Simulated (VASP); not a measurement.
A run of VASP 6.6.1 is set up as follows.

Contents of INCAR:

```
SYSTEM = In
ALGO = Normal ; EDIFF = 1E-6
ENCUT = 520 ; GGA = PE
ISIF = 2 ; ISMEAR = 0
LASPH = .True. ; LCHARG = .False.
LREAL = .False. ; LWAVE = .False.
NBANDS = 12 ; NELM = 80
PREC = Accurate ; SIGMA = 0.05
```

The input KPOINTS:

```
k-points
0
Gamma
  8 8 8
  0 0 0
```

File POSCAR:

```
In
1.0
   -1.8800789211      1.8800789211      1.8800789211
    1.8800789211     -1.8800789211      1.8800789211
    1.8800789211      1.8800789211     -1.8800789211
In
1
Direct
    0.0000000000      0.0000000000      0.0000000000
```

Potentials or basis: VASP PAW PBE potentials, release 64 (In_d).

Run with:

```sh
$ cat potpaw_PBE.64/In_d/POTCAR > POTCAR
$ mpirun -np 1 vasp_std > vasp.out
```

(1) Predict the pressure.

Results:

(1) 1.7 GPa.
